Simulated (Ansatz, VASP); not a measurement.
## One calculation of ZnS, two programs

INCAR

```
SYSTEM = ZnS
  ALGO = Normal
  EDIFF = 1E-6
  ENCUT = 520
  GGA = PS
  ISIF = 2
  ISMEAR = 0
  LASPH = .TRUE.
  LCHARG = .FALSE.
  LREAL = .FALSE.
  LWAVE = .FALSE.
  NBANDS = 16
  NELM = 80
  PREC = Accurate
  SIGMA = 0.02
```

The input KPOINTS:

```
k-points
0
G
  6 6 6
  0 0 0
```

The input POSCAR:

```
ZnS
1.0
    0.0000000000      2.6659733333      2.7755204529
    2.6659733333      0.0000000000      2.7755204529
    2.6659733333      2.6659733333      0.0000000000
Zn S
1 1
Direct
    0.2500000000      0.2500000000      0.2500000000
    0.0000000000      0.0000000000      0.0000000000
```

Input for Ansatz:

```yaml
crystal:
  lattice:
    - [0.0, 2.6659733333333335, 2.775520452885318]
    - [2.6659733333333335, 0.0, 2.775520452885318]
    - [2.6659733333333335, 2.6659733333333335, 0.0]
  atoms:
    - { symbol: Zn, position: [0.25, 0.25, 0.25] }
    - { symbol: S, position: [0.0, 0.0, 0.0] }
basis:
  ecutwfc: 520.0
kpoints:
  mp_grid:
    grid: [6, 6, 6]
hamiltonian:
  xc: pbesol
scf:
  convergence:
    dr2_threshold: 1.0e-09
  occupations:
    method: gaussian
    width: 0.02
output:
  stress: true
```

Alike in both runs: task single point; functional PBEsol; k mesh 6 × 6 × 6; occupations gaussian, width 0.02 eV; no spin polarisation.

|  | VASP | Ansatz |
| --- | --- | --- |
| version | VASP 6.6.1 | Ansatz 0.2.0 |
| potentials or method | VASP PAW PBE potentials, release 64 (Zn, S), cutoff 520 eV | plane waves, PAW |
| valence electrons in the cell | 18 | 18 |

```tsv
	VASP	Ansatz	Ansatz less VASP
pressure (GPa)	-1.8	-2.0	-0.20
traceless stress, the component that is largest in VASP (GPa)	-1.24	-1.25	-0.010
```

VASP's potentials were made for PBE, not for PBEsol. Ansatz's warnings: stress scf threshold loose.
